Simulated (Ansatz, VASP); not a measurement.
Ca in VASP and in Ansatz

```
Ca
1.0
    -2.30720    2.30720    2.27360
     2.30720   -2.30720    2.27360
     2.30720    2.30720   -2.27360
Ca
1
Cartesian
  0.0000 0.0000 0.0000
```

Change from the starting cell: strain +0.030 along x and y, +0.015 along z, atoms carried along.

Alike in both runs: task single point; functional r2SCAN; k mesh 16 × 16 × 16; occupations gaussian, width 0.15 eV; no spin polarisation.

|  | VASP | Ansatz |
| --- | --- | --- |
| version | VASP 6.6.1 | Ansatz 0.2.0 |
| potentials or method | VASP PAW PBE potentials, release 64 (Ca_sv), cutoff 520 eV | scalar-relativistic, plane waves, PAW |
| valence electrons in the cell | 10 | 10 |

Ansatz gave:

| Property | Result |
| --- | --- |
| gap on the k mesh at the Fermi level (eV) | none |
| pressure (GPa) | -1.7 |

**Question.** What did VASP give for the same quantities?

**Answer.** gap on the k mesh at the Fermi level (eV): none; pressure (GPa): -1.6.

VASP's potentials were made for PBE, not for r2SCAN. A gap of «none» marks a metal or a gap that the smearing closes.
